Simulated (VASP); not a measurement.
# SrVO3 (Pm-3m) in VASP: single point with PBE

Aim: the single point of SrVO3 with PBE.

All numbers are computed with VASP 6.6.1; they aren't measurements. Logs are shortened: lines on timing, memory, paths and dates and some standing lists are left out, and cuts for length are marked.

**1. The cell of the first run**

Symmetry: Pm-3m, No. 221, cubic system. Conventional cell: a = 3.858 Å, b = 3.858 Å, c = 3.858 Å, α = 90.00°, β = 90.00°, γ = 90.00°. Within 3.6 Å of Sr (site symmetry m-3m) lie 12 O at 2.73 Å and 8 V at 3.34 Å. V (site symmetry m-3m) has 6 O at 1.93 Å within 2.6 Å. Within 2.6 Å of O (site symmetry 4/mmm) lie 2 V at 1.93 Å.

**2. Single point, PBE, collinear spin, ferromagnetic start**

Input file INCAR:

```
PREC = Accurate ; ENCUT = 520
EDIFF = 1E-6 ; ISMEAR = 0
SIGMA = 0.05 ; LREAL = F
LASPH = T ; NELM = 150
ALGO = Normal ; ISIF = 2
LWAVE = F ; LCHARG = F
ISPIN = 2 ; MAGMOM = 0 0 1 1 0 0 0 0 0 0
LORBIT = 11 ; LMAXMIX = 4
GGA = PE ; NBANDS = 56
```

Input file KPOINTS:

```
regular mesh
0
Gamma
  6 6 6
```

Input file POSCAR:

```
SrVO3
1.0
    0.0000000000      3.8579762220      3.8579762220
    3.8579762220      0.0000000000      3.8579762220
    3.8579762220      3.8579762220      0.0000000000
Sr V O
2 2 6
Direct
    0.2500000000      0.2500000000      0.2500000000
    0.7500000000      0.7500000000      0.7500000000
    0.0000000000      0.0000000000      0.0000000000
    0.5000000000      0.5000000000      0.5000000000
   -0.2500000000      0.2500000000      0.2500000000
    0.2500000000     -0.2500000000      0.2500000000
    0.2500000000      0.2500000000     -0.2500000000
    0.2500000000      0.7500000000      0.7500000000
    0.7500000000      0.2500000000      0.7500000000
    0.7500000000      0.7500000000      0.2500000000
```

Potentials or basis: VASP PAW PBE potentials, release 64 (Sr_sv, V_sv, O).

Command:

```console
$ cat potpaw_PBE.64/Sr_sv/POTCAR potpaw_PBE.64/V_sv/POTCAR potpaw_PBE.64/O/POTCAR > POTCAR
$ mpirun -np 1 vasp_std > vasp.out
```

OUTCAR:

```text
PREC = Accurate
   ENCUT = 520
   EDIFF = 1E-6
   ISMEAR = 0
   LREAL = F
   LASPH = T
   NELM = 150
   ISIF = 2
   ISPIN = 2
   LORBIT = 11
   GGA = PE

 ion  position               nearest neighbor table
   1  0.250  0.250  0.250-   5 2.73   6 2.73   7 2.73   7 2.73   8 2.73   9 2.73   6 2.73   8 2.73
                            10 2.73   5 2.73   9 2.73  10 2.73   3 3.34   4 3.34   3 3.34   3 3.34
   2  0.750  0.750  0.750-   8 2.73   9 2.73  10 2.73   5 2.73   6 2.73  10 2.73   5 2.73   7 2.73
                             9 2.73   6 2.73   7 2.73   8 2.73   3 3.34   4 3.34   4 3.34   4 3.34
   3  0.000  0.000  0.000-   5 1.93   6 1.93   7 1.93   8 1.93   9 1.93  10 1.93   1 3.34   2 3.34
                             2 3.34   2 3.34   2 3.34   1 3.34   1 3.34   1 3.34
   4  0.500  0.500  0.500-   5 1.93   6 1.93   7 1.93   8 1.93   9 1.93  10 1.93   1 3.34   2 3.34
                             1 3.34   1 3.34   1 3.34   2 3.34   2 3.34   2 3.34
   5  0.750  0.250  0.250-   3 1.93   4 1.93   1 2.73   2 2.73   2 2.73   1 2.73
   6  0.250  0.750  0.250-   3 1.93   4 1.93   1 2.73   2 2.73   1 2.73   2 2.73
   7  0.250  0.250  0.750-   3 1.93   4 1.93   1 2.73   1 2.73   2 2.73   2 2.73
   8  0.250  0.750  0.750-   3 1.93   4 1.93   2 2.73   1 2.73   1 2.73   2 2.73
   9  0.750  0.250  0.750-   3 1.93   4 1.93   2 2.73   1 2.73   2 2.73   1 2.73
  10  0.750  0.750  0.250-   3 1.93   4 1.93   2 2.73   2 2.73   1 2.73   1 2.73

  LATTYP: Found a face centered cubic cell.
 ALAT       =     7.7159524440

  Lattice vectors:

 A1 = (   0.0000000000,   3.8579762220,   3.8579762220)
 A2 = (   3.8579762220,   0.0000000000,   3.8579762220)
 A3 = (   3.8579762220,   3.8579762220,   0.0000000000)

Analysis of symmetry for initial positions (statically):
=====================================================================
 Subroutine PRICEL returns following result:

  LATTYP: Found a simple cubic cell.
 ALAT       =     3.8579762220
[... 12 lines left out ...]
 Subroutine GETGRP returns: Found 48 space group operations
 (whereof 48 operations were pure point group operations)
 out of a pool of 48 trial point group operations.

The static configuration has the point symmetry O_h .

Analysis of symmetry for dynamics (positions and initial velocities):
=====================================================================
 Subroutine PRICEL returns following result:

  LATTYP: Found a simple cubic cell.
 ALAT       =     3.8579762220
[... 12 lines left out ...]
 Subroutine GETGRP returns: Found 48 space group operations
 (whereof 48 operations were pure point group operations)
 out of a pool of 48 trial point group operations.

The dynamic configuration has the point symmetry O_h .

Analysis of structural, dynamic, and magnetic symmetry:
=====================================================================
 Subroutine PRICEL returns following result:
[... 176 lines left out ...]
      1     -59.7616      1.00000
      2     -59.7595      1.00000
      3     -33.6181      1.00000
      4     -33.6181      1.00000
      5     -33.6181      1.00000
      6     -33.5890      1.00000
[... 885 lines left out ...]
     52      12.3378      0.00000
     53      12.4086      0.00000
 Fermi energy:         6.2118450050

 spin component 2

 k-point     1 :       0.0000    0.0000    0.0000
  band No.  band energies     occupation
      1     -59.6525      1.00000
      2     -59.6504      1.00000
      3     -33.5115      1.00000
      4     -33.5115      1.00000
      5     -33.5115      1.00000
      6     -33.4819      1.00000
[... 885 lines left out ...]
     52      12.3380      0.00000
     53      12.4104      0.00000
 [bands above 53 left out]

------------------------ aborting loop because EDIFF is reached ----------------------------------------

  FORCE on cell =-STRESS in cart. coord.  units (eV):
  Direction    XX          YY          ZZ          XY          YZ          ZX
  --------------------------------------------------------------------------------------
  -------------------------------------------------------------------------------------
  Total        0.6340782      0.6340782      0.6340782      0.0000000     -0.0000000      0.0000000
  in kB        8.8459563      8.8459563      8.8459563      0.0000000     -0.0000000      0.0000000
  external PRESSURE =       8.8459563 kB  Pullay stress =       0.0000000 kB

 VOLUME and BASIS-vectors are now :
 -----------------------------------------------------------------------------
  energy-cutoff  :      520.00
  volume of cell :      114.84
      direct lattice vectors                 reciprocal lattice vectors
     0.000000000  3.857976222  3.857976222    -0.129601628  0.129601628  0.129601628
     3.857976222  0.000000000  3.857976222     0.129601628 -0.129601628  0.129601628
     3.857976222  3.857976222  0.000000000     0.129601628  0.129601628 -0.129601628

 POSITION                                       TOTAL-FORCE (eV/Angst)
 -----------------------------------------------------------------------------------
      1.92899      1.92899      1.92899         0.000000     -0.000000      0.000000
      5.78696      5.78696      5.78696        -0.000000      0.000000     -0.000000
      0.00000      0.00000      0.00000        -0.000000      0.000000     -0.000000
      3.85798      3.85798      3.85798         0.000000      0.000000      0.000000
      1.92899      3.85798      3.85798         0.000000      0.000000     -0.000000
      3.85798      1.92899      3.85798        -0.000000      0.000000     -0.000000
      3.85798      3.85798      1.92899        -0.000000     -0.000000      0.000000
      5.78696      3.85798      3.85798        -0.000000     -0.000000     -0.000000
      3.85798      5.78696      3.85798         0.000000     -0.000000      0.000000
      3.85798      3.85798      5.78696         0.000000      0.000000     -0.000000
 -----------------------------------------------------------------------------------
    total drift:                               -0.000000      0.000000      0.000000

  FREE ENERGIE OF THE ION-ELECTRON SYSTEM (eV)
  ---------------------------------------------------
  free  energy   TOTEN  =       -78.5538994712 eV

  energy  without entropy=      -78.5493459522  energy(sigma->0) =      -78.55162271

 total charge

# of ion       s       p       d       tot
------------------------------------------
    1        1.999   5.800   0.213   8.012
    2        1.999   5.800   0.213   8.012
    3        2.281   6.339   2.939  11.559
    4        2.281   6.339   2.939  11.559
    5        1.564   3.475   0.000   5.039
    6        1.564   3.475   0.000   5.039
    7        1.564   3.475   0.000   5.039
    8        1.564   3.475   0.000   5.039
    9        1.564   3.475   0.000   5.039
   10        1.564   3.475   0.000   5.039
--------------------------------------------------
tot         17.943  45.130   6.304  69.377

 magnetization (x)

# of ion       s       p       d       tot
------------------------------------------
    1       -0.000   0.000   0.000   0.000
    2       -0.000   0.000   0.000   0.000
    3        0.001   0.001   0.100   0.102
    4        0.001   0.001   0.100   0.102
    5       -0.000  -0.001   0.000  -0.001
    6       -0.000  -0.001   0.000  -0.001
    7       -0.000  -0.001   0.000  -0.001
    8       -0.000  -0.001   0.000  -0.001
    9       -0.000  -0.001   0.000  -0.001
   10       -0.000  -0.001   0.000  -0.001
--------------------------------------------------
tot          0.001  -0.005   0.201   0.196
```

It took 4 min on 1 thread of AMD EPYC 7R13 (Zen 3), shared host; peak memory 0.37 GiB.

Results:

| Property | Result |
| --- | --- |
| Free energy | -78.5539 eV |
| Pressure | 0.9 GPa |
| Net moment | 0.21 μB per cell |
| Site moments | Sr +0.00; V +0.10; O -0.00 μB |
| Valence electrons inside the program's atomic spheres | Sr 8.01; V 11.56; O 5.04 |
